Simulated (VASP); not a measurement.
# Ru (P6_3/mmc) in VASP: further runs, part 2 of 2

VASP 6.6.1. Earlier steps stand in the parts before.

**4. Relaxation of cell and atoms, PBE, target pressure 30 GPa, at which the enthalpy is minimised**

This run uses another cell than the first one, of 12.69 Å³/atom.

The input, INCAR:

```
SYSTEM = Ru
  PREC = Accurate
  ENCUT = 600
  EDIFF = 1E-7
  ISMEAR = 0
  SIGMA = 0.1
  LREAL = .False.
  LASPH = .True.
  NELM = 100
  ALGO = Fast
  ISIF = 3
  LWAVE = .False.
  LCHARG = .False.
  GGA = PE
  IBRION = 2
  NSW = 70
  EDIFFG = -0.008
  PSTRESS = 300.0
```

The input, KPOINTS:

```
Automatic mesh
0
Gamma
  18 18 10
  0 0 0
```

The input, POSCAR:

```
Ru
1.0
    2.6456536340      0.0000000000      0.0000000000
   -1.3228268170      2.2912032566      0.0000000000
    0.0000000000      0.0000000000      4.1873169348
Ru
2
Direct
    0.3333333333      0.6666666667      0.2500000000
    0.6666666667      0.3333333333      0.7500000000
```

Started as:

```sh
cat potpaw_PBE.64/Ru_pv/POTCAR > POTCAR
mpirun -np 1 vasp_std > vasp.out
```

Run time: 10 min. Hardware: 1 thread of Intel Xeon 8259CL, shared host; peak memory 0.24 GiB.

Results (log left out):

```
Free energy                                                : -18.2884 eV
Relaxed volume                                             : 12.71 Å³/atom
Relaxed cell                                               : a = 2.646 Å, b = 2.646 Å, c = 4.194 Å, α = 90.00°, β = 90.00°, γ = 120.00°
Space group after relaxing (to 0.1 Å)                      : P6_3/mmc (No. 194)
Energy change on relaxing (the run minimises the enthalpy) : -4.2 meV/atom
Ionic steps                                                : 6
Pressure after relaxing                                    : 30.0 GPa
Band gap on the k mesh                                     : zero (bands 14 and 15 overlap by 3.45 eV)
```

Step by step:
```csv
step,energy change (eV),largest force (eV/Å),pressure (GPa),volume (Å³)
1,0.0000,0.0000,30.80,25.38
2,-0.0415,0.0000,26.74,25.61
3,-0.0092,0.0000,29.92,25.43
4,-0.0095,0.0000,29.88,25.43
5,-0.0071,0.0000,30.12,25.42
6,-0.0084,0.0000,29.99,25.43
```

Final structure:
```
Ru
1.0
     2.64587    0.00000    0.00000
    -1.32293    2.29139    0.00000
     0.00000    0.00000    4.19387
Ru
2
Direct
  0.33333 0.66667 0.25000
  0.66667 0.33333 0.75000
```

Levels at points of the mesh, in eV from the Fermi level:
| k point | band 10 | band 11 | band 12 | band 13 | band 14 | band 15 | band 16 | band 17 | band 18 |
| --- | --- | --- | --- | --- | --- | --- | --- | --- | --- |
| (0.00, 0.00, 0.00) | -2.86 | -2.68 | -2.11 | -2.11 | -1.51 | -1.51 | 1.31 | 1.31 | 1.37 |
| (0.50, 0.00, 0.00) | -3.31 | -2.26 | -1.88 | -1.65 | 1.62 | 2.08 | 2.14 | 4.46 | 6.65 |
| (0.00, 0.00, 0.50) | -3.03 | -3.03 | -3.03 | -2.92 | -2.92 | 0.62 | 0.62 | 0.62 | 0.62 |
| (0.50, 0.00, 0.50) | -4.98 | -1.16 | -1.16 | 0.51 | 0.51 | 1.90 | 1.90 | 3.68 | 3.68 |

Caveat: the cell is relaxed towards a set pressure, so the run minimises the enthalpy, not the energy.

**5. Single point, PBE (biaxial strain in the a-b plane: -3.0 %, then relaxed in part)**

The input, INCAR:

```
SYSTEM = Ru
ALGO = Fast
EDIFF = 1E-6
ENCUT = 520
GGA = PE
ISIF = 2
ISMEAR = 0
LASPH = .True.
LCHARG = .True.
LELF = .True.
LREAL = .False.
LVHAR = .True.
LWAVE = .False.
NBANDS = 21
NELM = 80
PREC = Accurate
SIGMA = 0.1
```

The input, KPOINTS:

```
k-points
0
Gamma
  24 24 12
  0 0 0
```

The input, POSCAR:

```
Ru
1.0
    2.6383968368      0.0000000000      0.0000000000
   -1.3191984184      2.2849186859      0.0000000000
    0.0000000000      0.0000000000      4.3663876799
Ru
2
Direct
    0.3333333333      0.6666666667      0.2500000000
    0.6666666667      0.3333333333      0.7500000000
```

Started as:

```sh
cat potpaw_PBE.64/Ru_pv/POTCAR > POTCAR
mpirun -np 1 vasp_std > vasp.out
```

It took 4.9 min on 1 thread of Intel Xeon 8259CL, shared host; peak memory 0.29 GiB.

Results (log left out):

- Free energy: -18.3543 eV
- Pressure: 15.8 GPa
- Band gap on the k mesh: zero (bands 14 and 15 overlap by 3.27 eV)

Stress tensor (GPa, compression positive):
```
23.70  0.00  0.00
 0.00 23.70  0.00
 0.00  0.00 -0.06
```

Levels at points of the mesh, in eV from the Fermi level:
```tsv
k point	band 10	band 11	band 12	band 13	band 14	band 15	band 16	band 17	band 18	band 19
(0.00, 0.00, 0.00)	-2.69	-2.69	-2.08	-2.08	-1.11	-1.11	0.81	1.24	1.24	10.06
(0.50, 0.00, 0.00)	-2.83	-2.46	-1.82	-1.69	1.78	1.81	2.13	4.33	6.48	10.38
(0.00, 0.00, 0.50)	-3.07	-2.76	-2.76	-2.76	-2.76	0.56	0.56	0.56	0.56	10.38
(0.50, 0.00, 0.50)	-4.92	-0.95	-0.95	0.48	0.48	1.98	1.98	3.54	3.54	10.37
```

Caveat: the cell differs from its parent crystal (biaxial strain in the a-b plane: -3.0 %, then relaxed in part); the cell stands under pressure.

**6. Single point, PBE (biaxial strain in the a-b plane: -3.0 %)**

The input, INCAR:

```
SYSTEM = Ru
PREC = Accurate
ENCUT = 520
EDIFF = 1E-6
ISMEAR = 0
SIGMA = 0.1
LREAL = .FALSE.
LASPH = .TRUE.
NELM = 60
ALGO = Fast
ISIF = 2
LWAVE = .FALSE.
LCHARG = .FALSE.
GGA = PE
NBANDS = 21
```

The input, KPOINTS:

```
Automatic mesh
0
G
  24 24 12
  0 0 0
```

POSCAR: that of step 5 with these lines changed.

```diff
@@ -4,3 +4,3 @@
    -1.3191984184      2.2849186859      0.0000000000
-    0.0000000000      0.0000000000      4.3663876799
+    0.0000000000      0.0000000000      4.3741126411
 Ru
```

Potentials or basis: VASP PAW PBE potentials, release 64 (Ru_pv).

Started as:

```sh
cat potpaw_PBE.64/Ru_pv/POTCAR > POTCAR
mpirun -np 1 vasp_std > vasp.out
```

Wall time 6 min (1 thread of Intel Xeon 8259CL, shared host); peak memory 0.29 GiB.

It converged, with:

| Property | Result |
| --- | --- |
| Free energy | -18.3542 eV |
| Pressure | 15.1 GPa |
| Band gap on the k mesh | zero (bands 14 and 15 overlap by 3.26 eV) |

Stress tensor (GPa, compression positive):
```
23.33  0.00  0.00
 0.00 23.33  0.00
 0.00  0.00 -1.24
```

Levels at points of the mesh, in eV from the Fermi level:
| k point | band 12 | band 13 | band 14 | band 15 | band 16 | band 17 |
| --- | --- | --- | --- | --- | --- | --- |
| (0.00, 0.00, 0.00) | -2.08 | -2.08 | -1.09 | -1.09 | 0.79 | 1.24 |
| (0.50, 0.00, 0.00) | -1.82 | -1.68 | 1.79 | 1.80 | 2.13 | 4.32 |
| (0.00, 0.00, 0.50) | -2.75 | -2.75 | -2.75 | 0.56 | 0.56 | 0.56 |
| (0.50, 0.00, 0.50) | -0.94 | 0.48 | 0.48 | 1.99 | 1.99 | 3.54 |

Caveat: the cell differs from its parent crystal (biaxial strain in the a-b plane: -3.0 %); the cell stands under pressure.

**7. Overview**

```csv
task,cell,k mesh,cutoff (eV),gap on the mesh (eV),pressure (GPa)
single point,"a = 2.730, b = 2.730, c = 4.309 Å, angles 90.0, 90.0, 120.0°, 2 atoms",18 × 18 × 10,520,none,-3.1
relaxation of cell and atoms,"relaxed to 60 GPa from a = 2.591, b = 2.591, c = 4.106 Å, angles 90.0, 90.0, 120.0°, 2 atoms",18 × 18 × 10,600,none,60.0
relaxation of cell and atoms,"relaxed to 30 GPa from a = 2.646, b = 2.646, c = 4.187 Å, angles 90.0, 90.0, 120.0°, 2 atoms",18 × 18 × 10,600,none,30.0
single point,"a = 2.638, b = 2.638, c = 4.366 Å, angles 90.0, 90.0, 120.0°, 2 atoms",24 × 24 × 12,520,none,15.8
single point,"a = 2.638, b = 2.638, c = 4.374 Å, angles 90.0, 90.0, 120.0°, 2 atoms",24 × 24 × 12,520,none,15.1
```

Alike in all rows: level PBE; potentials or basis VASP PAW PBE potentials, release 64 (Ru_pv); no spin polarisation; smearing gaussian 0.1 eV.

Caveats: the cell is relaxed towards a set pressure, so the run minimises the enthalpy, not the energy (at least some runs); the cell stands under pressure (at least some runs); the cell stands under tension (at least some runs).

Total energies depend on the potentials used, so only differences within one code and one set of settings carry meaning.
